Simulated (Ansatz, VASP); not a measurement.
# One calculation of GeS, two programs

```
CELL_PARAMETERS angstrom
10.29814 0.00000 0.00000
0.00000 3.66316 0.00000
0.00000 0.00000 4.14935
ATOMIC_POSITIONS crystal
Ge 0.88064 0.25000 0.37998
Ge 0.11936 0.75000 0.62002
Ge 0.61936 0.75000 0.87998
Ge 0.38064 0.25000 0.12002
S 0.64768 0.25000 0.49474
S 0.35232 0.75000 0.50526
S 0.85232 0.75000 0.99474
S 0.14768 0.25000 0.00526
```

Alike in both runs: functional PBEsol; k mesh 4 × 8 × 6; occupations gaussian, width 0.02 eV; no spin polarisation.

Ansatz relaxed the structure, and its values are those at the end. VASP's run is a single point on that final structure, the one shown.

```csv
,VASP,Ansatz
version,VASP 6.6.1,Ansatz 0.2.0
potentials or method,"VASP PAW PBE potentials, release 64 (Ge_d, S), cutoff 500 eV","scalar-relativistic, plane waves, PAW"
valence electrons in the cell,80,80
```

Ansatz gave:

| Item | Value |
| --- | --- |
| gap on the k mesh at the Fermi level (eV) | 0.83 |
| least direct gap on the mesh (eV) | 1.05 |
| pressure (GPa) | 0.0 |

**Question.** Which values does VASP return?

**Answer.** gap on the k mesh at the Fermi level (eV): 0.82; least direct gap on the mesh (eV): 1.05; pressure (GPa): -0.1.

VASP's potentials were made for PBE, not for PBEsol. With one functional, cell and mesh, what is left measures potentials, basis and numerics.
